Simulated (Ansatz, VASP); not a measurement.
**LiH3: VASP beside Ansatz**

Contents of INCAR:

```
PREC = Accurate
ENCUT = 600
EDIFF = 1E-7
ISMEAR = 0
SIGMA = 0.1
LREAL = F
LASPH = T
NELM = 100
ALGO = Normal
ISIF = 3
LWAVE = F
LCHARG = F
GGA = PE
IBRION = 2
NSW = 90
EDIFFG = -0.04
```

Contents of KPOINTS:

```
regular mesh
0
Gamma
  6 6 6
```

Contents of POSCAR:

```
LiH3
1.0
    5.6823035291      0.0000000000      0.0000000000
   -2.8411517646      4.9210192082      0.0000000000
    0.0000000000      0.0000000000      2.6442876648
Li H
2 6
Direct
    0.3333333333      0.6666666667      0.7500000000
    0.6666666667      0.3333333333      0.2500000000
    0.4879750342      0.5120249658      0.2500000000
    0.0240499316      0.5120249658      0.2500000000
    0.4879750342      0.9759500684      0.2500000000
    0.5120249658      0.0240499316      0.7500000000
    0.5120249658      0.4879750342      0.7500000000
    0.9759500684      0.4879750342      0.7500000000
```

Input for Ansatz:

```yaml
crystal:
  lattice:
    - [5.6823035291, 0.0, 0.0]
    - [-2.8411517646, 4.9210192082, 0.0]
    - [0.0, 0.0, 2.6442876648]
  atoms:
    - { symbol: Li, position: [0.3333333333, 0.6666666667, 0.75] }
    - { symbol: Li, position: [0.6666666667, 0.3333333333, 0.25] }
    - { symbol: H, position: [0.4879750342, 0.5120249658, 0.25] }
    - { symbol: H, position: [0.0240499316, 0.5120249658, 0.25] }
    - { symbol: H, position: [0.4879750342, 0.9759500684, 0.25] }
    - { symbol: H, position: [0.5120249658, 0.0240499316, 0.75] }
    - { symbol: H, position: [0.5120249658, 0.4879750342, 0.75] }
    - { symbol: H, position: [0.9759500684, 0.4879750342, 0.75] }
basis:
  ecutwfc: 420
kpoints:
  mp_grid: { grid: [6, 6, 6] }
hamiltonian:
  xc: pbe
scf:
  occupations: { method: gaussian, width: 0.1 }
  lower_state_search: "off"
output:
  forces: true
  stress: true
  eigenvalues: true
relax:
  adjacent_minimum: "off"
  f_tol: 0.04
  max_steps: 70
  cell: { stress_tol: 0.4 }
```

Alike in both runs: task relaxation of cell and atoms; functional PBE; k mesh 6 × 6 × 6; occupations gaussian, width 0.1 eV; no spin polarisation.

|  | VASP | Ansatz |
| --- | --- | --- |
| version | VASP 6.6.1 | Ansatz 0.2.0 |
| potentials or method | VASP PAW PBE potentials, release 64 (Li_sv, H), cutoff 600 eV | scalar-relativistic, plane waves, PAW |
| valence electrons in the cell | 12 | 12 |

```csv
,VASP,Ansatz,Ansatz less VASP
"gap on the k mesh at the Fermi level, each at its own relaxed structure (eV)",none,none,-
relaxed volume (Å³/atom),9.24,9.24,0.000
relaxed cell length with the largest relative difference (Å),2.644,2.644,0.0000
```

A gap of «none» marks a metal or a gap that the smearing closes.

The k mesh is coarse, so the values compare programs but aren't converged. Noted on VASP's run: the cutoff is short for stress, so the pressure is rough; the relaxation stopped at its first step, so nothing moved.
